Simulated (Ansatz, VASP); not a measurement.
## One calculation of Ba, two programs

File INCAR:

```
SYSTEM = Ba
PREC = Accurate ; ENCUT = 520
EDIFF = 1E-6 ; ISMEAR = -1
SIGMA = 0.05 ; LREAL = .False.
LASPH = .True. ; NELM = 60
ALGO = Normal ; ISIF = 2
LWAVE = .False. ; LCHARG = .False.
GGA = PE ; NBANDS = 11
```

Contents of KPOINTS:

```
regular mesh
0
Gamma
  13 13 13
  0 0 0
```

File POSCAR:

```
Ba
1.0
    4.0147631454      0.0000000000      0.0000000000
    0.0000000000      4.0147631454      0.0000000000
    0.0000000000      0.0000000000      4.0147631454
Ba
1
Direct
    0.0000000000      0.0000000000      0.0000000000
```

Input for Ansatz:

```yaml
crystal:
  lattice:
    - [4.0147631454, 0.0, 0.0]
    - [0.0, 4.0147631454, 0.0]
    - [0.0, 0.0, 4.0147631454]
  atoms:
    - { symbol: Ba, position: [0.0, 0.0, 0.0] }
kpoints:
  mp_grid: { grid: [13, 13, 13] }
scf:
  occupations: { method: fermi_dirac, width: 0.05 }
hamiltonian:
  xc: pbe
  pseudopotentials: { kind: all_electron, lapw: { basis_error: 0.00025 } }
output:
  forces: true
  stress: true
  eigenvalues: true
```

Change from the starting cell: volume scaled by 1.05.

Alike in both runs: task single point; functional PBE; k mesh 13 × 13 × 13; occupations fermi-dirac, width 0.05 eV; no spin polarisation.

|  | VASP | Ansatz |
| --- | --- | --- |
| version | VASP 6.6.1 | Ansatz 0.2.0 |
| potentials or method | VASP PAW PBE potentials, release 64 (Ba_sv), cutoff 520 eV | all-electron LAPW, scalar-relativistic |

Ansatz gave:

| Property | Result |
| --- | --- |
| pressure (GPa) | -0.3 |

Task: Which values does VASP return?

Result: Pressure (GPa): -0.2.

Ansatz ran all-electron here, and VASP with PAW potentials.

Spin-orbit coupling is off throughout.
